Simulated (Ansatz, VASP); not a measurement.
## Two plane-wave programs on Se

INCAR

```
SYSTEM = Se
PREC = Accurate
ENCUT = 520
EDIFF = 1E-8
ISMEAR = -1
SIGMA = 0.03
LREAL = .FALSE.
LASPH = .TRUE.
NELM = 100
ALGO = Normal
ISIF = 2
LWAVE = .FALSE.
LCHARG = .FALSE.
GGA = PS
LEFG = .TRUE.
NBANDS = 16
```

The input KPOINTS:

```
regular mesh
0
G
  6 6 5
  0 0 0
```

Contents of POSCAR:

```
Se
1.0
    4.3951160230      0.0000000000      0.0000000000
   -2.1975580116      3.8062821286      0.0000000000
    0.0000000000      0.0000000000      4.9864062541
Se
3
Direct
    0.2254000000      0.0000000000      0.3333333333
    0.0000000000      0.2254000000      0.6666666667
    0.7746000000      0.7746000000      0.0000000000
```

Input for Ansatz:

```yaml
crystal:
  lattice:
    - [4.395116023, 0.0, 0.0]
    - [-2.1975580116, 3.8062821286, 0.0]
    - [0.0, 0.0, 4.9864062541]
  atoms:
    - { symbol: Se, position: [0.2254, 0.0, 0.3333333333] }
    - { symbol: Se, position: [0.0, 0.2254, 0.6666666667] }
    - { symbol: Se, position: [0.7746, 0.7746, 0.0] }
kpoints:
  mp_grid: { grid: [6, 6, 5] }
scf:
  occupations: { method: fermi_dirac, width: 0.03 }
hamiltonian:
  xc: pbesol
  pseudopotentials: { kind: paw }
output:
  forces: true
  stress: true
  eigenvalues: true
  efg: { contact_densities: true }
```

Change from the starting cell: volume scaled by 1.02, PAW files.

Alike in both runs: task electric field gradients; functional PBEsol; k mesh 6 × 6 × 5; occupations fermi-dirac, width 0.03 eV; no spin polarisation.

|  | VASP | Ansatz |
| --- | --- | --- |
| version | VASP 6.6.1 | Ansatz 0.2.0 |
| potentials or method | VASP PAW PBE potentials, release 64 (Se) | PAW with Ansatz's default frozen-core files, scalar-relativistic |
| plane-wave cutoff (eV) | 520 | 420 |
| valence electrons in the cell | 18 | 48 |

|  | VASP | Ansatz | Ansatz less VASP |
| --- | --- | --- | --- |
| gap on the k mesh at the Fermi level (eV) | 1.24 | 1.24 | +0.001 |
| pressure (GPa) | -0.7 | -0.9 | -0.17 |
| traceless stress, the component that is largest in VASP (GPa) | 0.58 | 0.52 | -0.063 |
| rms of the force components (eV/Å) | 0.073 | 0.049 | -0.0240 |
| size of Vzz on the site where it differs most (V/Å²) | 494.7 | 512.7 | +18.02 |

VASP's potentials were made for PBE, not for PBEsol. Atom by atom the forces differ by 0.024 eV/Å (rms over components). The functional is the same, so the differences come from potentials, cutoffs and numerics. VASP's potentials hold 18 valence electrons a cell and Ansatz's 48, so a difference there can come from the potentials and not from the codes.
